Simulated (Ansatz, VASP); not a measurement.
**Fe: VASP beside Ansatz**

```
Fe
1.0
     2.54332    0.00000    0.00000
    -1.27166    2.20258    0.00000
     0.00000    0.00000    4.02236
Fe
2
Direct
  0.33333 0.66667 0.25000
  0.66667 0.33333 0.75000
```

Alike in both runs: task single point; functional RPBE; k mesh 16 × 16 × 9; occupations fermi-dirac, width 0.1 eV; no spin polarisation.

```csv
,VASP,Ansatz
version,VASP 6.6.1,Ansatz 0.2.0
potentials or method,"VASP PAW PBE potentials, release 64 (Fe), cutoff 520 eV","plane waves (420 eV) with PAW, scalar-relativistic"
valence electrons in the cell,16,32
```

|  | VASP | Ansatz | Ansatz less VASP |
| --- | --- | --- | --- |
| pressure (GPa) | -17.4 | -17.3 | +0.14 |
| traceless stress, the component that is largest in VASP (GPa) | -0.50 | -0.38 | +0.120 |

VASP's potentials were made for PBE, not for RPBE. VASP's potentials hold 16 valence electrons a cell and Ansatz's 32, so a difference there can come from the potentials and not from the codes.
